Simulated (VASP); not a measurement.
# Si (Fd-3m) in VASP: single point with PBEsol

Aim: the single point of Si with PBEsol.

All numbers are computed with VASP 6.6.1; they aren't measurements. Logs are shortened: lines on timing, memory, paths and dates and some standing lists are left out, and cuts for length are marked.

### Step 1. The cell of the first run

The structure is cubic, space group Fd-3m (No. 227). Conventional cell: a = 5.434 Å, b = 5.434 Å, c = 5.434 Å, α = 90.00°, β = 90.00°, γ = 90.00°. Within 3.1 Å of Si (site symmetry -43m) lie 4 Si at 2.35 Å.

### Step 2. Single point, PBEsol

INCAR reads:

```
ALGO = Normal
EDIFF = 1E-6
ENCUT = 520
GGA = PS
ISIF = 2
ISMEAR = 0
LASPH = True
LCHARG = False
LREAL = False
LWAVE = False
NBANDS = 11
NELM = 100
PREC = Accurate
SIGMA = 0.02
```

KPOINTS reads:

```
k-points
0
Gamma
  12 12 12
```

POSCAR reads:

```
Si
1.0
    0.0000000000      2.7169171382      2.7169171382
    2.7169171382      0.0000000000      2.7169171382
    2.7169171382      2.7169171382      0.0000000000
Si
2
Direct
    0.7500000000      0.7500000000      0.7500000000
    0.5000000000      0.5000000000      0.5000000000
```

Potentials or basis: VASP PAW PBE potentials, release 64 (Si).

Launch:

```sh
> cat potpaw_PBE.64/Si/POTCAR > POTCAR
> mpirun -np 1 vasp_std > vasp.out
```

OUTCAR:

```text
EDIFF = 1E-6
   ENCUT = 520
   GGA = PS
   ISIF = 2
   ISMEAR = 0
   LASPH = True
   LREAL = False
   NELM = 100
   PREC = Accurate

 ion  position               nearest neighbor table
   1  0.750  0.750  0.750-   2 2.35   2 2.35   2 2.35   2 2.35
   2  0.500  0.500  0.500-   1 2.35   1 2.35   1 2.35   1 2.35

  LATTYP: Found a face centered cubic cell.
 ALAT       =     5.4338342764

  Lattice vectors:

 A1 = (   0.0000000000,   2.7169171382,   2.7169171382)
 A2 = (   2.7169171382,   0.0000000000,   2.7169171382)
 A3 = (   2.7169171382,   2.7169171382,   0.0000000000)

Analysis of symmetry for initial positions (statically):
=====================================================================
 Subroutine PRICEL returns:
 Original cell was already a primitive cell.

 Routine SETGRP: Setting up the symmetry group for a
 face centered cubic supercell.

 Subroutine GETGRP returns: Found 48 space group operations
 (whereof 24 operations were pure point group operations)
 out of a pool of 48 trial point group operations.

The static configuration has the point symmetry T_d .
 The point group associated with its full space group is O_h .

Analysis of symmetry for dynamics (positions and initial velocities):
=====================================================================
 Subroutine PRICEL returns:
 Original cell was already a primitive cell.

 Routine SETGRP: Setting up the symmetry group for a
 face centered cubic supercell.

 Subroutine GETGRP returns: Found 48 space group operations
 (whereof 24 operations were pure point group operations)
 out of a pool of 48 trial point group operations.

The dynamic configuration has the point symmetry T_d .
 The point group associated with its full space group is O_h .

 Subroutine INISYM returns: Found 48 space group operations
 (whereof 24 operations are pure point group operations),
 and found     1 'primitive' translations

----------------------------------------------------------------------------------------

                                     Primitive cell

  volume of cell :      40.1106

  direct lattice vectors                    reciprocal lattice vectors
     0.000000000  2.716917138  2.716917138    -0.184032112  0.184032112  0.184032112
     2.716917138  0.000000000  2.716917138     0.184032112 -0.184032112  0.184032112
     2.716917138  2.716917138  0.000000000     0.184032112  0.184032112 -0.184032112

  length of vectors
     3.842301065  3.842301065  3.842301065     0.318752969  0.318752969  0.318752969

  position of ions in fractional coordinates (direct lattice)
     0.750000000  0.750000000  0.750000000
     0.500000000  0.500000000  0.500000000

  ion indices of the primitive-cell ions
   primitive index   ion index
                 1           1
                 2           2

----------------------------------------------------------------------------------------

 KPOINTS: k-points

Automatic generation of k-mesh.
 Grid dimensions read from file:
 generate k-points for:   12   12   12

 Generating k-lattice:

  Cartesian coordinates                     Fractional coordinates (reciprocal lattice)
    -0.015336009  0.015336009  0.015336009     0.083333333  0.000000000  0.000000000
     0.015336009 -0.015336009  0.015336009     0.000000000  0.083333333  0.000000000
     0.015336009  0.015336009 -0.015336009     0.000000000  0.000000000  0.083333333

  Length of vectors
     0.026562747  0.026562747  0.026562747

  Shift w.r.t. Gamma in fractional coordinates (k-lattice)
     0.000000000  0.000000000  0.000000000

 Subroutine IBZKPT returns following result:
 ===========================================

 Found     72 irreducible k-points:

 Following reciprocal coordinates:
            Coordinates               Weight
  0.000000  0.000000  0.000000      1.000000
  0.083333  0.000000  0.000000      8.000000
  0.166667  0.000000  0.000000      8.000000
  0.250000  0.000000  0.000000      8.000000
  0.333333  0.000000  0.000000      8.000000
  0.416667  0.000000  0.000000      8.000000
[... 16 lines left out ...]
  0.500000  0.166667  0.000000     24.000000
 -0.416667  0.166667  0.000000     24.000000
 [... further k-points ...]
   k-points           NKPTS =     72   k-points in BZ     NKDIM =     72   number of bands    NBANDS=     11
   number of dos      NEDOS =    301   number of ions     NIONS =      2
   total plane-waves  NPLWV =  27000
   dimension x,y,z NGX =    30 NGY =   30 NGZ =   30
   dimension x,y,z NGXF=    60 NGYF=   60 NGZF=   60
   ions per type =               2
   NGX,Y,Z   is equivalent  to a cutoff of  12.98, 12.98, 12.98 a.u.
   NGXF,Y,Z  is equivalent  to a cutoff of  25.96, 25.96, 25.96 a.u.
 SYSTEM =  unknown system
   PREC   = accura    normal or accurate (medium, high low for compatibility)
   ISTART =      0    job   : 0-new  1-cont  2-samecut
   ICHARG =      2    charge: 1-file 2-atom 10-const
   ISPIN  =      1    spin polarized calculation?
   LNONCOLLINEAR =      F non collinear calculations
   LSORBIT =      F    spin-orbit coupling
   LASPH  =      T    aspherical Exc in radial PAW
   ENCUT  =  520.0 eV  38.22 Ry    6.18 a.u.   7.14  7.14  7.14*2*pi/ulx,y,z
   NELM   =    100;   NELMIN=  2; NELMDL= -5     # of ELM steps
   EDIFF  = 0.1E-05   stopping-criterion for ELM
   LREAL  =      F    real-space projection
   EDIFFG = 0.1E-04   stopping-criterion for IOM
   NSW    =      0    number of steps for IOM
   IBRION =     -1    ionic relax: 0-MD 1-quasi-New 2-CG
   NFREE  =      0    steps in history (QN), initial steepest desc. (CG)
   ISIF   =      2    stress and relaxation
   ISYM   =      2    0-nonsym 1-usesym 2-fastsym
   POTIM  = 0.5000    time-step for ionic-motion
   TEBEG  =    0.0;   TEEND  =   0.0 temperature during run
   PSTRESS=    0.0 pullay stress
   NELECT =       8.0000    total number of electrons
   NUPDOWN=      -1.0000    fix difference up-down
   EMIN   =  10.00;   EMAX   =-10.00  energy-range for DOS
   EFERMI =   0.00;   METHOD = LEGACY
   ISMEAR =     0;   SIGMA  =   0.02  broadening in eV -4-tet -1-fermi 0-gaus
   EFERMI_NEDOS =   21; number of points for ismear=-14 and -15
   IALGO  =     38    algorithm
   IMIX   =      4    mixing-type and parameters
     AMIX     =   0.40;   BMIX     =  1.00
     AMIX_MAG =   1.60;   BMIX_MAG =  1.00
  volume/ion in A,a.u.               =      20.06       135.34
  Fermi-wavevector in a.u.,A,eV,Ry     =   0.956500  1.807523 12.447872  0.914893
  Thomas-Fermi vector in A             =   2.085434
   LORBIT       =      0    0 simple, 1 ext, 2 COOP (PROOUT), +10 PAW based schemes
   GGA     = PS    functional components
   LHFCALC =     F    Hartree Fock is set to
   AEXX    =    0.0000 exact exchange contribution
   IVDW    =     0    specifies the selected vdW correction
   LEPSILON=     F    determine dielectric tensor
   LRPA    =     F    only Hartree local field effects (RPA)
 non-spin polarized calculation
 Gauss-broadening in eV      SIGMA  =   0.02
  energy-cutoff  :      520.00
  volume of cell :       40.11
 maximum number of plane-waves:      1106
 NGX is ok and might be reduce to    30
   NGX = 15   NGY = 15   NGZ = 15

 number of electron       8.0000001 magnetization

 Free energy of the ion-electron system (eV)
  ---------------------------------------------------
  ext. energy  EPLUGINS =         0.00000000
  ---------------------------------------------------
  free energy    TOTEN  =       -11.49324603 eV

  energy without entropy =      -11.49324603  energy(sigma->0) =      -11.49324603

 E-fermi :   5.9318     XC(G=0):  -9.5472

 val. band max:        5.7721908003   @ k =   0.0000   0.0000   0.0000
 cond. band min:       6.2318269952   @ k =   0.4167   0.4167   0.0000
 fundamental gap:      0.4596361948
 Fermi energy:         5.9318005632

 k-point     1 :       0.0000    0.0000    0.0000
  band No.  band energies     occupation
      1      -6.2062      2.00000
      2       5.7722      2.00000
      3       5.7722      2.00000
      4       5.7722      2.00000
      5       8.2890      0.00000
      6       8.2890      0.00000
      7       8.2890      0.00000
      8       9.0766      0.00000
      9      13.4598      0.00000
     10      13.4598      0.00000
     11      13.4757      0.00000

 k-point     2 :       0.0833    0.0000    0.0000
  band No.  band energies     occupation
      1      -6.1150      2.00000
      2       4.9043      2.00000
      3       5.6267      2.00000
      4       5.6267      2.00000
      5       8.3257      0.00000
      6       8.5023      0.00000
      7       8.5023      0.00000
      8       9.7447      0.00000
      9      13.1773      0.00000
     10      13.1773      0.00000
     11      13.8708      0.00000

 k-point     3 :       0.1667    0.0000    0.0000
  band No.  band energies     occupation
      1      -5.8441      2.00000
      2       3.3745      2.00000
      3       5.3179      2.00000
      4       5.3179      2.00000
      5       8.0568      0.00000
      6       8.9393      0.00000
      7       8.9393      0.00000
      8      11.1622      0.00000
      9      12.7962      0.00000
     10      12.7962      0.00000
     11      14.6351      0.00000

 k-point     4 :       0.2500    0.0000    0.0000
  band No.  band energies     occupation
      1      -5.4042      2.00000
      2       1.8233      2.00000
      3       5.0080      2.00000
      4       5.0080      2.00000
      5       7.7276      0.00000
      6       9.2292      0.00000
      7       9.2292      0.00000
      8      12.6063      0.00000
      9      12.9027      0.00000
     10      12.9027      0.00000
     11      14.5509      0.00000
[... 239 lines left out ...]
 k-point    22 :       0.4167    0.1667    0.0000
  band No.  band energies     occupation
      1      -4.2923      2.00000
      2       0.0808      2.00000
      3       3.3147      2.00000
      4       3.9298      2.00000
      5       7.6926      0.00000
      6       9.9704      0.00000
      7      10.6134      0.00000
      8      10.7352      0.00000
      9      15.5052      0.00000
     10      15.9131      0.00000
     11      16.5220      0.00000

 k-point    23 :       0.5000    0.1667    0.0000
  band No.  band energies     occupation
      1      -3.7036      2.00000
      2      -0.8604      2.00000
      3       2.9677      2.00000
      4       3.9852      2.00000
      5       7.7232      0.00000
      6       9.8191      0.00000
      7      10.3357      0.00000
      8      12.1105      0.00000
      9      15.0448      0.00000
     10      16.1945      0.00000
     11      17.4205      0.00000

 k-point    24 :      -0.4167    0.1667    0.0000
  band No.  band energies     occupation
      1      -3.5874      2.00000
      2      -1.0222      2.00000
      3       2.7516      2.00000
      4       4.1713      2.00000
      5       7.8717      0.00000
      6       9.7663      0.00000
      7      10.1076      0.00000
      8      13.6594      0.00000
      9      14.2174      0.00000
     10      14.4963      0.00000
     11      16.7842      0.00000

 [... further k-points ...]
[... 5 lines left out ...]
  --------------------------------------------------------------------------------------
  -------------------------------------------------------------------------------------
  Total        0.0249472      0.0249472      0.0249472     -0.0000000      0.0000000      0.0000000
  in kB        0.9964888      0.9964888      0.9964888     -0.0000000      0.0000000      0.0000000
  external PRESSURE =       0.9964888 kB  Pullay stress =       0.0000000 kB

 VOLUME and BASIS-vectors are now :
 -----------------------------------------------------------------------------
  energy-cutoff  :      520.00
  volume of cell :       40.11
      direct lattice vectors                 reciprocal lattice vectors
     0.000000000  2.716917138  2.716917138    -0.184032112  0.184032112  0.184032112
     2.716917138  0.000000000  2.716917138     0.184032112 -0.184032112  0.184032112
     2.716917138  2.716917138  0.000000000     0.184032112  0.184032112 -0.184032112

 POSITION                                       TOTAL-FORCE (eV/Angst)
 -----------------------------------------------------------------------------------
      4.07538      4.07538      4.07538         0.000000      0.000000      0.000000
      2.71692      2.71692      2.71692        -0.000000     -0.000000     -0.000000
 -----------------------------------------------------------------------------------
    total drift:                                0.000000     -0.000000     -0.000000

  FREE ENERGIE OF THE ION-ELECTRON SYSTEM (eV)
  ---------------------------------------------------
  free  energy   TOTEN  =       -11.4932460348 eV

  energy  without entropy=      -11.4932460348  energy(sigma->0) =      -11.49324603
```

Run time: 16 s. Hardware: 1 thread of Intel Xeon Platinum 8488C (Sapphire Rapids), shared host; peak memory 0.16 GiB.

Results:

| Quantity | Value |
| --- | --- |
| Free energy | -11.4932 eV |
| Pressure | 0.1 GPa |
| Band gap on the k mesh | 0.46 eV, indirect (least direct gap 2.52 eV) |

Caveat: the PAW data sets were made with another functional, which shifts forces and pressure a little.
